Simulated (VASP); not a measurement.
# As in VASP: notebook

The runs below take As through single point, with HSE06.

Program: VASP 6.6.1. These are calculated values, not measurements. Logs are shortened: lines on timing, memory, paths and dates and some standing lists are left out, and cuts for length are marked.

## 1. The cell of the first run

The cell holds a slab with vacuum, 4 atoms: a = 4.687 Å, b = 3.543 Å, c = 28.270 Å, α = 90.00°, β = 90.00°, γ = 90.00°.

## 2. Single point, HSE06 (strain -2.5%)

POSCAR

```
As
1.0
    4.6871606320      0.0000000000      0.0000000000
    0.0000000000      3.5430515883      0.0000000000
    0.0000000000      0.0000000000     28.2703730404
As
4
Direct
    0.0706069046      0.0000000000      0.3780525463
    0.4293930954      0.5000000000      0.3780525463
    0.5706069046      0.5000000000      0.2940291405
    0.9293930954      0.0000000000      0.2940291405
```

INCAR.step1

```
PREC     = Accurate       # precision mode
ENCUT    = 520            # plane-wave cutoff, eV
EDIFF    = 1E-5           # SCF threshold, eV
ISMEAR   = 0              # smearing method
SIGMA    = 0.01           # smearing width, eV
LREAL    = F              # projectors in reciprocal space
LASPH    = T              # aspherical terms in the spheres
NELM     = 100            # most SCF steps
ALGO     = Normal         # electronic algorithm
ISIF     = 2              # what is computed and relaxed
LWAVE    = T              # write WAVECAR
LCHARG   = F              # write CHGCAR
LDIPOL   = T            
IDIPOL   = 3            
DIPOL    = 0.5 0.5 0.336
GGA      = PE             # functional
NBANDS   = 18             # bands
```

INCAR.step2

```
PREC     = Accurate       # precision mode
ENCUT    = 520            # plane-wave cutoff, eV
EDIFF    = 1E-7           # SCF threshold, eV
ISMEAR   = 0              # smearing method
SIGMA    = 0.01           # smearing width, eV
LREAL    = F              # projectors in reciprocal space
LASPH    = T              # aspherical terms in the spheres
NELM     = 100            # most SCF steps
ALGO     = Normal         # electronic algorithm
ISIF     = 2              # what is computed and relaxed
LWAVE    = F              # write WAVECAR
LCHARG   = F              # write CHGCAR
LDIPOL   = T            
IDIPOL   = 3            
DIPOL    = 0.5 0.5 0.336
GGA      = PE             # functional
LHFCALC  = T              # exact exchange
HFSCREEN = 0.2079         # screening, 1/A
PRECFOCK = Normal       
ISTART   = 1            
NBANDS   = 18             # bands
```

KPOINTS

```
regular mesh
0
Gamma
  4 6 1
```

Potentials or basis: VASP PAW PBE potentials, release 64 (As).

Launch:

```bash
> cat potpaw_PBE.64/As/POTCAR > POTCAR
> cp INCAR.step1 INCAR
> mpirun -np 1 vasp_std > vasp.out
> cp INCAR.step2 INCAR
> mpirun -np 1 vasp_std > vasp.out
```

OUTCAR:

```text
PREC = Accurate
   ENCUT = 520
   EDIFF = 1E-7
   ISMEAR = 0
   LREAL = F
   LASPH = T
   NELM = 100
   ISIF = 2
   GGA = PE
   LHFCALC = T
   HFSCREEN = 0.2079
   PRECFOCK = Normal
   ISTART = 1

 ion  position               nearest neighbor table
   1  0.071  0.000  0.378-   2 2.44   2 2.44   4 2.47
   2  0.429  0.500  0.378-   1 2.44   1 2.44   3 2.47
   3  0.571  0.500  0.294-   4 2.44   4 2.44   2 2.47
   4  0.929  0.000  0.294-   3 2.44   3 2.44   1 2.47

  LATTYP: Found a simple orthorhombic cell.
 ALAT       =     3.5430515883
 B/A-ratio  =     1.3229162814
 C/A-ratio  =     7.9791028541

  Lattice vectors:

 A1 = (   0.0000000000,  -3.5430515883,   0.0000000000)
 A2 = (   4.6871606320,   0.0000000000,   0.0000000000)
 A3 = (   0.0000000000,   0.0000000000,  28.2703730404)

Analysis of symmetry for initial positions (statically):
=====================================================================
 Subroutine PRICEL returns:
 Original cell was already a primitive cell.

 Routine SETGRP: Setting up the symmetry group for a
 simple orthorhombic supercell.

 Subroutine GETGRP returns: Found  8 space group operations
 (whereof  2 operations were pure point group operations)
 out of a pool of  8 trial point group operations.

The static configuration has the point symmetry C_1h.
 The point group associated with its full space group is D_2h.

Analysis of symmetry for dynamics (positions and initial velocities):
=====================================================================
 Subroutine PRICEL returns:
 Original cell was already a primitive cell.

 Routine SETGRP: Setting up the symmetry group for a
 simple orthorhombic supercell.

 Subroutine GETGRP returns: Found  8 space group operations
 (whereof  2 operations were pure point group operations)
 out of a pool of  8 trial point group operations.

The dynamic configuration has the point symmetry C_1h.
 The point group associated with its full space group is D_2h.

 Subroutine INISYM returns: Found  8 space group operations
 (whereof  2 operations are pure point group operations),
 and found     1 'primitive' translations

----------------------------------------------------------------------------------------

                                     Primitive cell

  volume of cell :     469.4819

  direct lattice vectors                    reciprocal lattice vectors
     4.687160632  0.000000000  0.000000000     0.213348779  0.000000000  0.000000000
     0.000000000  3.543051588  0.000000000     0.000000000  0.282242574  0.000000000
     0.000000000  0.000000000 28.270373040     0.000000000  0.000000000  0.035372720

  length of vectors
     4.687160632  3.543051588 28.270373040     0.213348779  0.282242574  0.035372720

  position of ions in fractional coordinates (direct lattice)
     0.070606905  0.000000000  0.378052546
     0.429393095  0.500000000  0.378052546
     0.570606905  0.500000000  0.294029141
     0.929393095  0.000000000  0.294029141

  ion indices of the primitive-cell ions
   primitive index   ion index
                 1           1
                 2           2
                 3           3
                 4           4

----------------------------------------------------------------------------------------

 KPOINTS: regular mesh

Automatic generation of k-mesh.
 Grid dimensions read from file:
 generate k-points for:    4    6    1

 Generating k-lattice:

  Cartesian coordinates                     Fractional coordinates (reciprocal lattice)
     0.053337195  0.000000000  0.000000000     0.250000000  0.000000000  0.000000000
     0.000000000  0.047040429  0.000000000     0.000000000  0.166666667  0.000000000
     0.000000000  0.000000000  0.035372720     0.000000000  0.000000000  1.000000000

  Length of vectors
     0.053337195  0.047040429  0.035372720

  Shift w.r.t. Gamma in fractional coordinates (k-lattice)
     0.000000000  0.000000000  0.000000000

 Subroutine IBZKPT returns following result:
 ===========================================

 Found     12 irreducible k-points:

 Following reciprocal coordinates:
            Coordinates               Weight
  0.000000  0.000000  0.000000      1.000000
  0.250000  0.000000  0.000000      2.000000
  0.500000  0.000000  0.000000      1.000000
  0.000000  0.166667  0.000000      2.000000
  0.250000  0.166667  0.000000      4.000000
  0.500000  0.166667  0.000000      2.000000
  0.000000  0.333333  0.000000      2.000000
  0.250000  0.333333  0.000000      4.000000
  0.500000  0.333333  0.000000      2.000000
  0.000000  0.500000  0.000000      1.000000
  0.250000  0.500000  0.000000      2.000000
  0.500000  0.500000  0.000000      1.000000
   k-points           NKPTS =     12   k-points in BZ     NKDIM =     24   number of bands    NBANDS=     18
   number of dos      NEDOS =    301   number of ions     NIONS =      4
   total plane-waves  NPLWV = 211680
   dimension x,y,z NGX =    36 NGY =   28 NGZ =  210
   dimension x,y,z NGXF=    72 NGYF=   56 NGZF=  420
   ions per type =               4
   NGX,Y,Z   is equivalent  to a cutoff of  12.77, 13.14, 12.35 a.u.
   NGXF,Y,Z  is equivalent  to a cutoff of  25.54, 26.28, 24.70 a.u.
 SYSTEM =  unknown system
   PREC   = accura    normal or accurate (medium, high low for compatibility)
   ISTART =      1    job   : 0-new  1-cont  2-samecut
   ICHARG =      0    charge: 1-file 2-atom 10-const
   ISPIN  =      1    spin polarized calculation?
   LNONCOLLINEAR =      F non collinear calculations
   LSORBIT =      F    spin-orbit coupling
   LASPH  =      T    aspherical Exc in radial PAW
   ENCUT  =  520.0 eV  38.22 Ry    6.18 a.u.   8.72  6.59 52.56*2*pi/ulx,y,z
   NELM   =    100;   NELMIN=  2; NELMDL=  0     # of ELM steps
   EDIFF  = 0.1E-06   stopping-criterion for ELM
   LREAL  =      F    real-space projection
   EDIFFG = 0.1E-05   stopping-criterion for IOM
   NSW    =      0    number of steps for IOM
   IBRION =     -1    ionic relax: 0-MD 1-quasi-New 2-CG
   NFREE  =      0    steps in history (QN), initial steepest desc. (CG)
   ISIF   =      2    stress and relaxation
   ISYM   =      3    0-nonsym 1-usesym 2-fastsym
   POTIM  = 0.5000    time-step for ionic-motion
   TEBEG  =    0.0;   TEEND  =   0.0 temperature during run
   PSTRESS=    0.0 pullay stress
   NELECT =      20.0000    total number of electrons
   NUPDOWN=      -1.0000    fix difference up-down
   EMIN   =  10.00;   EMAX   =-10.00  energy-range for DOS
   EFERMI =   0.00;   METHOD = LEGACY
   ISMEAR =     0;   SIGMA  =   0.01  broadening in eV -4-tet -1-fermi 0-gaus
   EFERMI_NEDOS =   21; number of points for ismear=-14 and -15
   IALGO  =     38    algorithm
   IMIX   =      1    mixing-type and parameters
     AMIX     =   0.40;   BMIX     =  1.00
     AMIX_MAG =   1.60;   BMIX_MAG =  1.00
  volume/ion in A,a.u.               =     117.37       792.06
  Fermi-wavevector in a.u.,A,eV,Ry     =   0.571758  1.080465  4.447835  0.326907
  Thomas-Fermi vector in A             =   1.612352
   LORBIT       =      0    0 simple, 1 ext, 2 COOP (PROOUT), +10 PAW based schemes
   GGA     = PE    functional components
   LHFCALC =     T    Hartree Fock is set to
   PRECFOCK=normal    Normal, Fast or Accurate (Low or Medium for compatibility)
   ENCUT4O =  -1.0   cutoff for four orbital integrals eV
   NKREDX  =     1    reduce k-point grid by
   NKREDY  =     1    reduce k-point grid by
   NKREDZ  =     1    reduce k-point grid by
   AEXX    =    0.2500 exact exchange contribution
   HFSCREEN=    0.2079 screening length (either q_TF or 0.3 A-1)
   HFSCREENC=   0.2079 screening length for correlation (either q_TF or 0.3 A-1)
   ENCUTFOCK=  -1.0 apply spherical cutoff to Coloumb kernel
   IVDW    =     0    specifies the selected vdW correction
   LEPSILON=     F    determine dielectric tensor
   LRPA    =     F    only Hartree local field effects (RPA)
 non-spin polarized calculation
 Gauss-broadening in eV      SIGMA  =   0.01
  energy-cutoff  :      520.00
  volume of cell :      469.48
 maximum number of plane-waves:     12722
 NGX is ok and might be reduce to    36
  NGX = 28; NGY = 20; NGZ =162

 number of electron      19.9999999 magnetization

 dipolmoment           0.000000      0.000000     -0.000002 electrons x Angstroem

 Free energy of the ion-electron system (eV)
  ---------------------------------------------------
  ext. energy  EPLUGINS =         0.00000000
  ---------------------------------------------------
  free energy    TOTEN  =       -22.29271975 eV

  energy without entropy =      -22.29271975  energy(sigma->0) =      -22.29271975

 E-fermi :  -3.2130     XC(G=0):  -1.8931

 val. band max:       -3.2599196492   @ k =   0.0000   0.0000   0.0000
 cond. band min:      -2.0357706919   @ k =   0.0000   0.0000   0.0000
 fundamental gap:      1.2241489572
 Fermi energy:        -3.2130183114

 k-point     1 :       0.0000    0.0000    0.0000
  band No.  band energies     occupation
      1     -19.1089      2.00000
      2     -16.7200      2.00000
      3     -13.2916      2.00000
      4      -9.6790      2.00000
      5      -8.6030      2.00000
      6      -7.6777      2.00000
[... 10 lines left out ...]
     17       1.8967      0.00000
     18       2.3089      0.00000

 k-point     2 :       0.2500    0.0000    0.0000
  band No.  band energies     occupation
      1     -18.7786      2.00000
      2     -16.9963      2.00000
      3     -13.5304      2.00000
      4     -11.2659      2.00000
      5      -7.6677      2.00000
      6      -6.3301      2.00000
[... 10 lines left out ...]
     17       2.1453      0.00000
     18       2.2723      0.00000

 k-point     3 :       0.5000    0.0000    0.0000
  band No.  band energies     occupation
      1     -17.9029      2.00000
      2     -17.9029      2.00000
      3     -12.9272      2.00000
      4     -12.9272      2.00000
      5      -6.3703      2.00000
      6      -6.3703      2.00000
[... 10 lines left out ...]
     17       3.0566      0.00000
     18       3.0567      0.00000

 k-point     4 :       0.0000    0.1667    0.0000
  band No.  band energies     occupation
      1     -18.7870      2.00000
      2     -16.3782      2.00000
      3     -13.5927      2.00000
      4     -10.1323      2.00000
      5      -8.3256      2.00000
      6      -7.3717      2.00000
[... 123 lines left out ...]
      4     -13.7475      2.00000
      5      -7.3520      2.00000
      6      -7.3520      2.00000
[... 10 lines left out ...]
     17       3.9984      0.00000
     18       3.9984      0.00000

 k-point    11 :       0.2500    0.5000    0.0000
  band No.  band energies     occupation
      1     -16.2339      2.00000
      2     -16.2339      2.00000
      3     -13.7508      2.00000
      4     -13.7508      2.00000
      5      -8.0909      2.00000
      6      -8.0909      2.00000
[... 10 lines left out ...]
     17       3.5016      0.00000
     18       3.5016      0.00000

 k-point    12 :       0.5000    0.5000    0.0000
  band No.  band energies     occupation
      1     -16.0579      2.00000
      2     -16.0579      2.00000
      3     -13.7882      2.00000
      4     -13.7882      2.00000
      5      -8.4747      2.00000
      6      -8.4747      2.00000
[... 10 lines left out ...]
     17       3.7095      0.00000
     18       3.7095      0.00000

------------------------ aborting loop because EDIFF is reached ----------------------------------------

 vacuum level on the upper side and lower side of the slab       (xc-potential included)         0.002         0.002

  FORCE on cell =-STRESS in cart. coord.  units (eV):
  Direction    XX          YY          ZZ          XY          YZ          ZX
  --------------------------------------------------------------------------------------
  -------------------------------------------------------------------------------------
  Total        0.8319866      2.5135885     -0.5259389      0.0000000      0.0000000     -0.0000000
  in kB        2.8392791      8.5779973     -1.7948453      0.0000000      0.0000000     -0.0000000
  external PRESSURE =       3.2074770 kB  Pullay stress =       0.0000000 kB

 VOLUME and BASIS-vectors are now :
 -----------------------------------------------------------------------------
  energy-cutoff  :      520.00
  volume of cell :      469.48
      direct lattice vectors                 reciprocal lattice vectors
     4.687160632  0.000000000  0.000000000     0.213348779  0.000000000  0.000000000
     0.000000000  3.543051588  0.000000000     0.000000000  0.282242574  0.000000000
     0.000000000  0.000000000 28.270373040     0.000000000  0.000000000  0.035372720

 POSITION                                       TOTAL-FORCE (eV/Angst)
 -----------------------------------------------------------------------------------
      0.33095      0.00000     10.68769        -0.040500      0.000000     -0.109596
      2.01263      1.77153     10.68769         0.040500      0.000000     -0.109596
      2.67453      1.77153      8.31231        -0.040500      0.000000      0.109596
      4.35621      0.00000      8.31231         0.040500      0.000000      0.109596
 -----------------------------------------------------------------------------------
    total drift:                                0.000000     -0.000000      0.000008

  FREE ENERGIE OF THE ION-ELECTRON SYSTEM (eV)
  ---------------------------------------------------
  free  energy   TOTEN  =       -22.2927197536 eV

  energy  without entropy=      -22.2927197536  energy(sigma->0) =      -22.29271975

 vacuum level on the upper side and lower side of the slab         1.735         1.735
```

Run time: 89 min. Hardware: 1 thread of Oxide Virtual Turin-like, shared host; peak memory 0.64 GiB.

What came out:

```yaml
Free_energy: -22.2927 eV
Largest_force: 0.117 eV/Å
Band_gap_on_the_k_mesh: 1.22 eV
```

Forces on the atoms (eV/Å):
```
As  -0.041  0.000 -0.110
As   0.041  0.000 -0.110
As  -0.041  0.000  0.110
As   0.041  0.000  0.110
```

Caveat: the cell differs from its parent crystal (strain -2.5%); the PAW data sets were made with another functional, which shifts forces and pressure a little.

## 3. Single point, HSE06 (uniaxial x strain -2.5%)

POSCAR

```
As
1.0
    4.6871606320      0.0000000000      0.0000000000
    0.0000000000      3.6338990649      0.0000000000
    0.0000000000      0.0000000000     28.2703730404
As
4
Direct
    0.0720158591      0.0000000000      0.3779673855
    0.4279841409      0.5000000000      0.3779673855
    0.5720158591      0.5000000000      0.2941143013
    0.9279841409      0.0000000000      0.2941143013
```

INCAR.step1

```
SYSTEM = As
ALGO = Normal
DIPOL = 0.5 0.5 0.336
EDIFF = 1E-5
ENCUT = 520
GGA = PE
IDIPOL = 3
ISIF = 2
ISMEAR = 0
LASPH = .TRUE.
LDIPOL = .TRUE.
LREAL = .FALSE.
LWAVE = .TRUE.
NBANDS = 18
NELM = 60
PREC = Accurate
SIGMA = 0.01
```

INCAR.step2

```
SYSTEM = As
ALGO = Normal
DIPOL = 0.5 0.5 0.336
EDIFF = 1E-6
ENCUT = 520
GGA = PE
HFSCREEN = 0.2079
IDIPOL = 3
ISIF = 2
ISMEAR = 0
ISTART = 1
LASPH = .TRUE.
LCHARG = .TRUE.
LDIPOL = .TRUE.
LELF = .TRUE.
LHFCALC = .TRUE.
LREAL = .FALSE.
LVACPOTAV = .TRUE.
LVHAR = .TRUE.
LWAVE = .FALSE.
NBANDS = 18
NELM = 60
PREC = Accurate
PRECFOCK = Normal
SIGMA = 0.01
```

KPOINTS

```
k-points
0
G
  4 6 1
  0 0 0
```

Potentials or basis: VASP PAW PBE potentials, release 64 (As).

Launch:

```bash
> cat potpaw_PBE.64/As/POTCAR > POTCAR
> cp INCAR.step1 INCAR
> mpirun -np 1 vasp_std > vasp.out
> cp INCAR.step2 INCAR
> mpirun -np 1 vasp_std > vasp.out
```

It took 81 min on 1 thread of Oxide Virtual Turin-like, shared host; peak memory 0.69 GiB.

Results (log left out):

* Free energy: -22.3273 eV
* Largest force: 0.108 eV/Å
* Band gap on the k mesh: 1.39 eV

Forces in eV/Å, atoms in the order of the input:
```
As  -0.025  0.000 -0.105
As   0.025  0.000 -0.105
As  -0.025  0.000  0.105
As   0.025  0.000  0.105
```

Levels at points of the mesh, in eV from the valence-band top:
```tsv
k point	band 8	band 9	band 10	band 11	band 12	band 13
(0.00, 0.00, 0.00)	-1.72	-1.26	0.00	1.39	2.71	3.35
(0.50, 0.00, 0.00)	-1.96	-0.64	-0.64	2.20	2.20	3.78
(0.00, 0.50, 0.00)	-2.54	-1.96	-1.96	1.88	1.88	2.50
(0.50, 0.50, 0.00)	-4.36	-1.48	-1.48	3.32	3.32	5.31
```

Caveat: the cell differs from its parent crystal (uniaxial x strain -2.5%); the PAW data sets were made with another functional, which shifts forces and pressure a little.
